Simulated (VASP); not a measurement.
Set up this calculation in VASP 6.6.1, as the native input.

```
Task                   : single point
Functional             : PBE
Potentials or basis    : VASP PAW PBE potentials, release 64 (Sb, Ga_d)
Cutoff                 : 520 eV
k mesh                 : 6 × 6 × 6
Occupations            : gaussian, width 0.1 eV
Spin                   : no spin polarisation
Dipole correction      : no
Further INCAR settings : ALGO = Fast; EDIFF = 1e-07; NBANDS = 38
```

The structure of GaSb3 lies in POSCAR:

```
GaSb3
1.0
   -6.0809268415      0.0000000000      0.0000000000
    0.0000000000      0.0000000000      6.0216952600
    0.0000000000      6.0216952600      0.0000000000
Sb Ga
6 2
Direct
    0.5000000000      0.0000000000      0.0000000000
    0.5000000000      0.5000000000      0.0000000000
    0.5000000000      0.0000000000      0.5000000000
    0.5000000000      0.5000000000      0.5000000000
    0.0000000000      0.5000000000      0.0000000000
    0.0000000000      0.0000000000      0.5000000000
    0.0000000000      0.0000000000      0.0000000000
    0.0000000000      0.5000000000      0.5000000000
```

These files were run (other wordings do the same):

INCAR

```
SYSTEM = GaSb3
ALGO = Fast
EDIFF = 1E-7
ENCUT = 520
GGA = PE
ISIF = 2
ISMEAR = 0
LASPH = .True.
LCHARG = .True.
LELF = .True.
LREAL = .False.
LVHAR = .True.
LWAVE = .False.
NBANDS = 38
NELM = 80
PREC = Accurate
SIGMA = 0.1
```

KPOINTS

```
k-points
0
Gamma
  6 6 6
  0 0 0
```

Potentials or basis: VASP PAW PBE potentials, release 64 (Sb, Ga_d).

Command:

```console
$ cat potpaw_PBE.64/Sb/POTCAR potpaw_PBE.64/Ga_d/POTCAR > POTCAR
$ mpirun -np 1 vasp_std > vasp.out
```

It gave:

```json
{
  "Pressure": "0.0 GPa",
  "Band gap on the k mesh": "zero (bands 28 and 29 overlap by 1.05 eV)"
}
```

Caveat: spin-orbit coupling is left out, which moves the levels of the heavy elements.

Run time: 5.2 min on 1 thread of Intel(R) Xeon(R) Platinum 8488C (Sapphire Rapids) (shared host), peak memory 0.49 GiB.
